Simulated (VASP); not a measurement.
A run of VASP 6.6.1 is set up as follows.

The input INCAR:

```
PREC = Accurate
ENCUT = 520
EDIFF = 1E-7
ISMEAR = 0
SIGMA = 0.15
LREAL = F
LASPH = T
NELM = 80
ALGO = Normal
ISIF = 2
LWAVE = F
LCHARG = F
GGA = PE
NBANDS = 28
```

File KPOINTS:

```
Automatic mesh
0
Gamma
  12 12 10
```

File POSCAR:

```
SnO
1.0
    3.8020000000     -0.0380200000      0.0000000000
   -0.0380200000      3.8020000000      0.0000000000
    0.0000000000      0.0000000000      4.8360000000
Sn O
2 2
Direct
    0.0000000000      0.5000000000      0.2385000000
    0.5000000000      0.0000000000      0.7615000000
    0.0000000000      0.0000000000      0.0000000000
    0.5000000000      0.5000000000      0.0000000000
```

Potentials or basis: VASP PAW PBE potentials, release 64 (Sn_d, O).

Command:

```bash
$ cat potpaw_PBE.64/Sn_d/POTCAR potpaw_PBE.64/O/POTCAR > POTCAR
$ mpirun -np 1 vasp_std > vasp.out
```

Task: Predict the pressure.

Result: 4.5 GPa.

Task: What does it give for the largest force?

Result: 0.439 eV/Å.

Forces in eV/Å, atoms in the order of the input:
```
Sn   0.000  0.000  0.439
Sn   0.000  0.000 -0.439
O    0.000  0.000  0.000
O    0.000  0.000  0.000
```

Caveat: the cell differs from its parent crystal (strain -0.0200 x Voigt [0, 0, 0, 0, 0, 1]).
